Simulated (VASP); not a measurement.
# BAs (F-43m) in VASP: notebook, part 2 of 3

VASP 6.6.1. The steps go on from the part before.

**3. Relaxation of cell and atoms, PBE, target pressure 30 GPa, at which the enthalpy is minimised**

Contents of INCAR:

```
ALGO     = Normal         # electronic algorithm
EDIFF    = 1E-7           # SCF threshold, eV
EDIFFG   = -0.005         # ionic threshold
ENCUT    = 600            # plane-wave cutoff, eV
GGA      = PE             # functional
IBRION   = 2              # ionic algorithm
ISIF     = 3              # what is computed and relaxed
ISMEAR   = -1             # smearing method
LASPH    = T              # aspherical terms in the spheres
LCHARG   = F              # write CHGCAR
LREAL    = F              # projectors in reciprocal space
LWAVE    = F              # write WAVECAR
NELM     = 60             # most SCF steps
NSW      = 80             # ionic steps
PREC     = Accurate       # precision mode
PSTRESS  = 300.0        
SIGMA    = 0.05           # smearing width, eV
```

Contents of KPOINTS:

```
k-points
0
Gamma
  10 10 10
```

Contents of POSCAR:

```
BAs
1.0
    0.0000000000      2.3885000000      2.3885000000
    2.3885000000      0.0000000000      2.3885000000
    2.3885000000      2.3885000000      0.0000000000
As B
1 1
Direct
    0.7500000000      0.7500000000      0.7500000000
    0.0000000000      0.0000000000      0.0000000000
```

Potentials or basis: VASP PAW PBE potentials, release 64 (As, B).

On the command line:

```bash
cat potpaw_PBE.64/As/POTCAR potpaw_PBE.64/B/POTCAR > POTCAR
mpirun -np 1 vasp_std > vasp.out
```

OUTCAR:

```text
EDIFF = 1E-7
   EDIFFG = -0.005
   ENCUT = 600
   GGA = PE
   IBRION = 2
   ISIF = 3
   ISMEAR = -1
   LASPH = T
   LREAL = F
   NELM = 60
   NSW = 80
   PREC = Accurate
   PSTRESS = 300.0

 ion  position               nearest neighbor table
   1  0.750  0.750  0.750-   2 2.07   2 2.07   2 2.07   2 2.07
   2  0.000  0.000  0.000-   1 2.07   1 2.07   1 2.07   1 2.07

  LATTYP: Found a face centered cubic cell.
 ALAT       =     4.7770000000

  Lattice vectors:

 A1 = (   0.0000000000,   2.3885000000,   2.3885000000)
 A2 = (   2.3885000000,   0.0000000000,   2.3885000000)
 A3 = (   2.3885000000,   2.3885000000,   0.0000000000)

Analysis of symmetry for initial positions (statically):
=====================================================================
 Subroutine PRICEL returns:
 Original cell was already a primitive cell.

 Routine SETGRP: Setting up the symmetry group for a
 face centered cubic supercell.

 Subroutine GETGRP returns: Found 24 space group operations
 (whereof 24 operations were pure point group operations)
 out of a pool of 48 trial point group operations.

The static configuration has the point symmetry T_d .

Analysis of symmetry for dynamics (positions and initial velocities):
=====================================================================
 Subroutine PRICEL returns:
 Original cell was already a primitive cell.

 Routine SETGRP: Setting up the symmetry group for a
 face centered cubic supercell.

 Subroutine GETGRP returns: Found 24 space group operations
 (whereof 24 operations were pure point group operations)
 out of a pool of 48 trial point group operations.

The dynamic configuration has the point symmetry T_d .

 Subroutine INISYM returns: Found 24 space group operations
 (whereof 24 operations are pure point group operations),
 and found     1 'primitive' translations

----------------------------------------------------------------------------------------

                                     Primitive cell

  volume of cell :      27.2525
[... 113 lines left out ...]
   LORBIT       =      0    0 simple, 1 ext, 2 COOP (PROOUT), +10 PAW based schemes
   GGA     = PE    functional components
   LHFCALC =     F    Hartree Fock is set to
   AEXX    =    0.0000 exact exchange contribution
   IVDW    =     0    specifies the selected vdW correction
   LEPSILON=     F    determine dielectric tensor
   LRPA    =     F    only Hartree local field effects (RPA)
 conjugate gradient relaxation of ions
 non-spin polarized calculation
  energy-cutoff  :      600.00
  volume of cell :       27.25
 maximum number of plane-waves:       941
   NGX = 13   NGY = 13   NGZ = 13

--------------------------------------- Ionic step        1  -------------------------------------------

 number of electron       8.0000000 magnetization

 Free energy of the ion-electron system (eV)
  ---------------------------------------------------
  ext. energy  EPLUGINS =         0.00000000
  ---------------------------------------------------
  free energy    TOTEN  =       -11.40730622 eV

  energy without entropy =      -11.40730613  energy(sigma->0) =      -11.40730617

------------------------ aborting loop because EDIFF is reached ----------------------------------------

  FORCE on cell =-STRESS in cart. coord.  units (eV):
  Direction    XX          YY          ZZ          XY          YZ          ZX
  --------------------------------------------------------------------------------------
  -------------------------------------------------------------------------------------
  Total        0.5821543      0.5821543      0.5821543     -0.0000000     -0.0000000     -0.0000000
  in kB       34.2249632     34.2249632     34.2249632     -0.0000000     -0.0000000     -0.0000000
  external PRESSURE =    -265.7750368 kB  Pullay stress =     300.0000000 kB
[... 25 lines left out ...]
--------------------------------------- Ionic step        2  -------------------------------------------

 number of electron       8.0000000 magnetization

 E-fermi :  10.9189     XC(G=0): -12.1480

 val. band max:       10.5439715472   @ k =   0.0000   0.0000   0.0000
 cond. band min:      11.3331256504   @ k =   0.4000   0.4000   0.0000
 fundamental gap:      0.7891541031
 Fermi energy:        10.9188766358

 k-point     1 :       0.0000    0.0000    0.0000
  band No.  band energies     occupation
      1      -8.5216      2.00000
      2      10.5440      1.99889
      3      10.5440      1.99889
      4      10.5440      1.99889
      5      14.4066      0.00000
      6      14.4066      0.00000
      7      14.4066      0.00000
      8      19.6592      0.00000
[... 442 lines left out ...]
--------------------------------------- Ionic step        7  -------------------------------------------

 number of electron       8.0000000 magnetization

 Free energy of the ion-electron system (eV)
  ---------------------------------------------------
  ext. energy  EPLUGINS =         0.00000000
  ---------------------------------------------------
  free energy    TOTEN  =       -11.07198694 eV

  energy without entropy =      -11.07198659  energy(sigma->0) =      -11.07198676

 E-fermi :   8.2378     XC(G=0): -11.1931

 val. band max:        7.7430677938   @ k =   0.0000   0.0000   0.0000
 cond. band min:       8.7675329016   @ k =   0.4000   0.4000   0.0000
 fundamental gap:      1.0244651078
 Fermi energy:         8.2377926191

 k-point     1 :       0.0000    0.0000    0.0000
  band No.  band energies     occupation
      1      -8.9989      2.00000
      2       7.7431      1.99990
      3       7.7431      1.99990
      4       7.7431      1.99990
      5      11.2112      0.00000
      6      11.2112      0.00000
      7      11.2112      0.00000
      8      14.2436      0.00000
[... 286 lines left out ...]
  energy  without entropy=      -11.0719865906  energy(sigma->0) =      -11.07198676

  enthalpy is  TOTEN    =        -6.6279483127 eV   P V=        4.4440386241

 reached required accuracy - stopping structural energy minimisation
```

It took 1.7 min on 1 thread of Intel Xeon 8259CL, shared host; peak memory 0.17 GiB.

What came out:

```
Free energy                                            : -11.0720 eV
Relaxed volume                                         : 11.87 Å³/atom
Relaxed cell                                           : a = 3.226 Å, b = 3.226 Å, c = 3.226 Å, α = 60.00°, β = 60.00°, γ = 60.00°
Space group after relaxing (to 0.05 Å)                 : F-43m (No. 216)
Energy change on relaxing (the enthalpy is what falls) : +167.7 meV/atom
Ionic steps                                            : 7
Pressure after relaxing                                : 30.0 GPa
Band gap on the k mesh                                 : 1.02 eV, indirect (least direct gap 3.47 eV)
```

The path:
| step | energy change (eV) | largest force (eV/Å) | pressure (GPa) | volume (Å³) |
| --- | --- | --- | --- | --- |
| 1 | 0.0000 | 0.0000 | 3.42 | 27.25 |
| 2 | 2.0430 | 0.0000 | 103.39 | 19.27 |
| 3 | 0.3006 | 0.0000 | 28.07 | 23.93 |
| 4 | 0.3289 | 0.0000 | 29.66 | 23.77 |
| 5 | 0.3413 | 0.0000 | 30.35 | 23.70 |
| 6 | 0.3268 | 0.0000 | 29.54 | 23.78 |
| 7 | 0.3353 | 0.0000 | 30.01 | 23.73 |

Final structure:
```
As B
1.0
     0.00000    2.28093    2.28093
     2.28093    0.00000    2.28093
     2.28093    2.28093    0.00000
As B
1 1
Direct
  0.75000 0.75000 0.75000
  0.00000 0.00000 0.00000
```

Caveat: the cell is relaxed towards a set pressure, so the enthalpy falls and the energy may rise.

[end of part 2 of 3]
